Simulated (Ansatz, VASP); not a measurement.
**GaCo in VASP and in Ansatz**

INCAR

```
SYSTEM = GaCo
PREC     = Accurate       ! precision mode
ENCUT    = 520            ! plane-wave cutoff, eV
EDIFF    = 1E-7           ! SCF threshold, eV
ISMEAR   = 0              ! smearing method
SIGMA    = 0.15           ! smearing width, eV
LREAL    = .FALSE.        ! projectors in reciprocal space
LASPH    = .TRUE.         ! aspherical terms in the spheres
NELM     = 60             ! most SCF steps
ALGO     = Fast           ! electronic algorithm
ISIF     = 2              ! what is computed and relaxed
LWAVE    = .FALSE.        ! write WAVECAR
LCHARG   = .FALSE.        ! write CHGCAR
GGA      = PS             ! functional
NBANDS   = 18             ! bands
```

The input KPOINTS:

```
regular mesh
0
G
  16 16 16
  0 0 0
```

The input POSCAR:

```
GaCo
1.0
    3.0272550000      0.0000000000      0.0000000000
    0.0000000000      3.0272550000      0.0000000000
    0.0000000000      0.0000000000      2.7389450000
Ga Co
1 1
Direct
    0.5000000000      0.5000000000      0.5000000000
    0.0000000000      0.0000000000      0.0000000000
```

Input for Ansatz:

```yaml
crystal:
  lattice:
    - [3.027255, 0.0, 0.0]
    - [0.0, 3.027255, 0.0]
    - [0.0, 0.0, 2.738945]
  atoms:
    - { symbol: Ga, position: [0.5, 0.5, 0.5] }
    - { symbol: Co, position: [0.0, 0.0, 0.0] }
basis:
  ecutwfc: 420
kpoints:
  mp_grid: { grid: [16, 16, 16] }
hamiltonian:
  xc: pbesol
scf:
  occupations: { method: gaussian, width: 0.15 }
output:
  forces: true
  stress: true
  eigenvalues: true
```

Change from the starting cell: strain +0.050 along x and y, -0.050 along z, atoms carried along.

Alike in both runs: task single point; functional PBEsol; k mesh 16 × 16 × 16; occupations gaussian, width 0.15 eV; no spin polarisation.

|  | VASP | Ansatz |
| --- | --- | --- |
| version | VASP 6.6.1 | Ansatz 0.2.0 |
| potentials or method | VASP PAW PBE potentials, release 64 (Ga_d, Co), cutoff 520 eV | scalar-relativistic, plane waves, PAW |
| valence electrons in the cell | 22 | 30 |

|  | VASP | Ansatz | Ansatz less VASP |
| --- | --- | --- | --- |
| gap on the k mesh at the Fermi level (eV) | none | none | - |
| pressure (GPa) | -13.8 | -14.0 | -0.16 |
| traceless stress, the component that is largest in VASP (GPa) | 7.13 | 7.12 | -0.010 |

VASP's potentials were made for PBE, not for PBEsol. A gap of «none» marks a metal or a gap that the smearing closes. VASP's potentials hold 22 valence electrons a cell and Ansatz's 30, so a difference there can come from the potentials and not from the codes.
